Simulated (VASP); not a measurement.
The system is PtBr2.

```
Pt Br
1.0
     3.67837    0.00000    0.00000
     0.00000    3.67837    0.00000
     0.00000    0.00000    5.20200
Pt Br
1 2
Cartesian
  0.0000 0.0000 0.0000
  0.0000 0.0000 2.6010
  1.8392 1.8392 0.0000
```

| Item | Value |
| --- | --- |
| Program | VASP 6.6.1 |
| Task | relaxation of cell and atoms |
| Functional | PBE |
| Potentials or basis | VASP PAW PBE potentials, release 64 (Pt, Br) |
| Cutoff | 600 eV |
| k mesh | 12 × 12 × 10 |
| Occupations | gaussian, width 0.1 eV |
| Spin | no spin polarisation |

At the start: pressure 3.2 GPa; volume 23.46 Å³/atom.

Where does the relaxation end?

Over 5 steps the energy falls by 27.1 meV/atom and the volume is 24.57 Å³/atom (+4.7 %); space group P4/mmm (No. 123, to 0.05 Å).

Step by step:
```
step  energy change (eV)  largest force (eV/Å)  pressure (GPa)  volume (Å³)
   1              0.0000                0.0000            3.20        70.39
   2             -0.0751                0.0000           -1.28        75.21
   3             -0.0775                0.0000           -0.69        74.39
   4             -0.0808                0.0000            0.27        73.50
   5             -0.0812                0.0000            0.02        73.72
```

Final structure:
```
Pt Br
1.0
     3.79935    0.00000    0.00000
     0.00000    3.79935    0.00000
     0.00000    0.00000    5.10723
Pt Br
1 2
Direct
  0.00000 0.00000 0.00000
  0.00000 0.00000 0.50000
  0.50000 0.50000 0.00000
```
